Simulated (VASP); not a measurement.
# NaI (Fm-3m) in VASP: a series of runs, part 2 of 2

VASP 6.6.1. The steps go on from the part before.

### 5 Single point, PBEsol, non-collinear spin, zero start, spin-orbit coupling

This run uses another cell than the first one, of 33.90 Å³/atom, 0.962 times its volume.

File INCAR:

```
  PREC = Accurate
  ENCUT = 520
  EDIFF = 1E-7
  ISMEAR = -1
  SIGMA = 0.05
  LREAL = False
  LASPH = True
  NELM = 150
  ALGO = Normal
  ISIF = 2
  LWAVE = False
  LCHARG = False
  MAGMOM = 0 0 0 0 0 0
  LORBIT = 11
  LSORBIT = True
  GGA_COMPAT = False
  LORBMOM = True
  GGA = PS
  NBANDS = 26
```

File KPOINTS:

```
regular mesh
0
Gamma
  5 5 5
```

File POSCAR:

```
NaI
1.0
    0.0000000000      3.2364000000      3.2364000000
    3.2364000000      0.0000000000      3.2364000000
    3.2364000000      3.2364000000      0.0000000000
I Na
1 1
Direct
    0.5000000000      0.5000000000      0.5000000000
    0.0000000000      0.0000000000      0.0000000000
```

Potentials or basis: VASP PAW PBE potentials, release 64 (I, Na_pv).

Run with:

```console
> cat potpaw_PBE.64/I/POTCAR potpaw_PBE.64/Na_pv/POTCAR > POTCAR
> mpirun -np 1 vasp_ncl > vasp.out
```

OUTCAR:

```text
PREC = Accurate
   ENCUT = 520
   EDIFF = 1E-7
   ISMEAR = -1
   LREAL = False
   LASPH = True
   NELM = 150
   ISIF = 2
   LORBIT = 11
   LSORBIT = True
   GGA = PS

 ion  position               nearest neighbor table
   1  0.500  0.500  0.500-
   2  0.000  0.000  0.000-

  LATTYP: Found a face centered cubic cell.
 ALAT       =     6.4728000000

  Lattice vectors:

 A1 = (   0.0000000000,   3.2364000000,   3.2364000000)
 A2 = (   3.2364000000,   0.0000000000,   3.2364000000)
 A3 = (   3.2364000000,   3.2364000000,   0.0000000000)

[... 562 lines left out ...]
     0.0000000     0.0000000     0.0000000     0.0000000     0.0000000
     0.0000000     0.0000000     0.0000000     0.0000000     0.0000000
     0.0000000     0.0000000     0.0000000     0.0000000     0.0000000
 l=   3
     0.0000000     0.0000000     0.0000000     0.0000000     0.0000000     0.0000000     0.0000000
     0.0000000     0.0000000     0.0000000     0.0000000     0.0000000     0.0000000     0.0000000
     0.0000000     0.0000000     0.0000000     0.0000000     0.0000000     0.0000000     0.0000000
     0.0000000     0.0000000     0.0000000     0.0000000     0.0000000     0.0000000     0.0000000
     0.0000000     0.0000000     0.0000000     0.0000000     0.0000000     0.0000000     0.0000000
     0.0000000     0.0000000     0.0000000     0.0000000     0.0000000     0.0000000     0.0000000
     0.0000000     0.0000000     0.0000000     0.0000000     0.0000000     0.0000000     0.0000000

 total charge

# of ion       s       p       d       tot
------------------------------------------
    1        1.493   2.837   0.003   4.333
    2        0.042   5.974   0.000   6.017
--------------------------------------------------
tot          1.535   8.811   0.003  10.349

 magnetization (x)

# of ion       s       p       d       tot
------------------------------------------
    1        0.000   0.000   0.000   0.000
    2       -0.000   0.000   0.000  -0.000
--------------------------------------------------
tot          0.000   0.000   0.000   0.000

 magnetization (y)

# of ion       s       p       d       tot
------------------------------------------
    1       -0.000   0.000   0.000  -0.000
    2        0.000   0.000   0.000   0.000
--------------------------------------------------
tot         -0.000   0.000   0.000  -0.000

 magnetization (z)

# of ion       s       p       d       tot
------------------------------------------
    1        0.000   0.000   0.000   0.000
    2        0.000   0.000   0.000   0.000
--------------------------------------------------
tot          0.000   0.000   0.000   0.000
```

OSZICAR:

```text
N       E                     dE             d eps       ncg     rms          rms(c)
DAV:   1     0.106169445487E+03    0.10617E+03   -0.62601E+03   552   0.984E+02
DAV:   2     0.487869255130E+01   -0.10129E+03   -0.94949E+02   562   0.250E+02
DAV:   3    -0.551471433805E+01   -0.10393E+02   -0.10293E+02   696   0.876E+01
DAV:   4    -0.585096460880E+01   -0.33625E+00   -0.33593E+00   590   0.156E+01
DAV:   5    -0.586310116194E+01   -0.12137E-01   -0.12136E-01   754   0.290E+00    0.319E+00
DAV:   6    -0.580028720540E+01    0.62814E-01   -0.68209E-02   610   0.211E+00    0.199E+00
DAV:   7    -0.578949937656E+01    0.10788E-01   -0.27812E-02   718   0.105E+00    0.150E+00
DAV:   8    -0.579020615039E+01   -0.70677E-03   -0.71950E-03   612   0.568E-01    0.412E-01
DAV:   9    -0.579041230745E+01   -0.20616E-03   -0.10447E-03   548   0.309E-01    0.965E-02
DAV:  10    -0.579042552081E+01   -0.13213E-04   -0.64338E-05   652   0.536E-02    0.536E-02
DAV:  11    -0.579043008962E+01   -0.45688E-05   -0.51012E-06   628   0.309E-02    0.152E-02
DAV:  12    -0.579043786724E+01   -0.77776E-05   -0.11703E-05   536   0.265E-02    0.410E-03
DAV:  13    -0.579043778327E+01    0.83969E-07   -0.22801E-07   626   0.554E-03
   1 F= -.57904378E+01 E0= -.57904378E+01  d E =-.223207E-10  mag=     0.0000     0.0000     0.0000
```

stdout:

```text
POSCAR found type information on POSCAR I Na
 POSCAR found :  2 types and       2 ions
 scaLAPACK will be used
 -----------------------------------------------------------------------------
|                                                                             |
|                                                                             |
|     You enforced a specific xc type in the INCAR file but a different       |
|     I HOPE YOU KNOW WHAT YOU ARE DOING!                                     |
|                                                                             |
 -----------------------------------------------------------------------------

 LDA part: xc-table for (Slater+PW92), standard interpolation
 POSCAR, INCAR and KPOINTS ok, starting setup
 FFT: planning ... GRIDC
 FFT: planning ... GRID_SOFT
 FFT: planning ... GRID
 WAVECAR not read
 entering main loop
```

Wall time 34 s (1 thread of Intel Xeon Platinum 8559C (Emerald Rapids), shared host); peak memory 0.38 GiB.

What came out:

```yaml
Free_energy: -5.7904 eV
Pressure: -0.4 GPa
Net_moment: 0.00 μB per cell
Valence_electrons_inside_the_program's_atomic_spheres: I 4.33; Na 6.02
```

Moments on the atoms (μB; x, y, z):
```
I   0.00 0.00 0.00
Na  0.00 0.00 0.00
```

Caveat: the PAW data sets were made with another functional, which shifts forces and pressure a little.

### 6 Single point, PBE

This run uses another cell than the first one, of 33.90 Å³/atom, 0.962 times its volume.

File INCAR:

```
SYSTEM = NaI
PREC = Accurate
ENCUT = 520
EDIFF = 1E-6
ISMEAR = -1
SIGMA = 0.05
LREAL = .FALSE.
LASPH = .TRUE.
NELM = 80
ALGO = Normal
ISIF = 2
LWAVE = .FALSE.
LCHARG = .FALSE.
GGA = PE
NBANDS = 14
```

File KPOINTS:

```
Automatic mesh
0
G
  7 7 7
  0 0 0
```

POSCAR is that of step 5.

Potentials or basis: VASP PAW PBE potentials, release 64 (I, Na_pv).

Run with:

```console
> cat potpaw_PBE.64/I/POTCAR potpaw_PBE.64/Na_pv/POTCAR > POTCAR
> mpirun -np 1 vasp_std > vasp.out
```

OUTCAR:

```text
SYSTEM = NaI
   PREC = Accurate
   ENCUT = 520
   EDIFF = 1E-6
   ISMEAR = -1
   LREAL = .FALSE.
   LASPH = .TRUE.
   NELM = 80
   ISIF = 2
   GGA = PE

 ion  position               nearest neighbor table
   1  0.500  0.500  0.500-
   2  0.000  0.000  0.000-

  LATTYP: Found a face centered cubic cell.
 ALAT       =     6.4728000000

  Lattice vectors:

 A1 = (   0.0000000000,   3.2364000000,   3.2364000000)
 A2 = (   3.2364000000,   0.0000000000,   3.2364000000)
[... 516 lines left out ...]
     14      14.4094      0.00000

------------------------ aborting loop because EDIFF is reached ----------------------------------------

  FORCE on cell =-STRESS in cart. coord.  units (eV):
  Direction    XX          YY          ZZ          XY          YZ          ZX
  --------------------------------------------------------------------------------------
  -------------------------------------------------------------------------------------
  Total        0.1878262      0.1878262      0.1878262      0.0000000      0.0000000      0.0000000
  in kB        4.4386431      4.4386431      4.4386431      0.0000000      0.0000000      0.0000000
  external PRESSURE =       4.4386431 kB  Pullay stress =       0.0000000 kB

 VOLUME and BASIS-vectors are now :
 -----------------------------------------------------------------------------
  energy-cutoff  :      520.00
  volume of cell :       67.80
      direct lattice vectors                 reciprocal lattice vectors
     0.000000000  3.236400000  3.236400000    -0.154492646  0.154492646  0.154492646
     3.236400000  0.000000000  3.236400000     0.154492646 -0.154492646  0.154492646
     3.236400000  3.236400000  0.000000000     0.154492646  0.154492646 -0.154492646

 POSITION                                       TOTAL-FORCE (eV/Angst)
 -----------------------------------------------------------------------------------
      3.23640      3.23640      3.23640        -0.000000      0.000000      0.000000
      0.00000      0.00000      0.00000         0.000000     -0.000000     -0.000000
 -----------------------------------------------------------------------------------
    total drift:                                0.000000      0.000000      0.000000

  FREE ENERGIE OF THE ION-ELECTRON SYSTEM (eV)
  ---------------------------------------------------
  free  energy   TOTEN  =        -5.3850537607 eV

  energy  without entropy=       -5.3850537606  energy(sigma->0) =       -5.38505376
```

Run time: 12 s. Hardware: 1 thread of AMD EPYC 9R14 (Zen 4), shared host; peak memory 0.18 GiB.

Results:

- Free energy: -5.3851 eV
- Pressure: 0.4 GPa
- Band gap on the k mesh: 3.64 eV, direct

Caveat: spin-orbit coupling is left out, which moves the levels of the heavy elements.

### 7 The runs side by side

| level | potentials or basis | spin | cell | k mesh | gap on the mesh (eV) | pressure (GPa) |
| --- | --- | --- | --- | --- | --- | --- |
| LDA | VASP PAW LDA potentials, release 64 (I, Na_pv) | off | a = 4.637 Å, angles 60.0°, 2 atoms | 7 × 7 × 7 | 3.25 | -2.1 |
| LDA | VASP PAW LDA potentials, release 64 (I, Na_pv) | off | a = 4.667 Å, angles 60.0°, 2 atoms | 7 × 7 × 7 | 3.20 | -2.2 |
| PBEsol | VASP PAW PBE potentials, release 64 (I, Na_pv) | off | a = 4.577 Å, angles 60.0°, 2 atoms | 5 × 5 × 5 | 3.51 | -0.5 |
| PBEsol | VASP PAW PBE potentials, release 64 (I, Na_pv) | non-collinear, zero start, SOC | a = 4.577 Å, angles 60.0°, 2 atoms | 5 × 5 × 5 | - | -0.4 |
| PBE | VASP PAW PBE potentials, release 64 (I, Na_pv) | off | a = 4.577 Å, angles 60.0°, 2 atoms | 7 × 7 × 7 | 3.64 | 0.4 |

Alike in all rows: task single point; cutoff (eV) 520; smearing fermi-dirac 0.05 eV.

Caveats: spin-orbit coupling is left out, which moves the levels of the heavy elements (some runs); the PAW data sets were made with another functional, which shifts forces and pressure a little (some runs).

Total energies depend on the potentials used, so only differences within one code and one set of settings carry meaning.
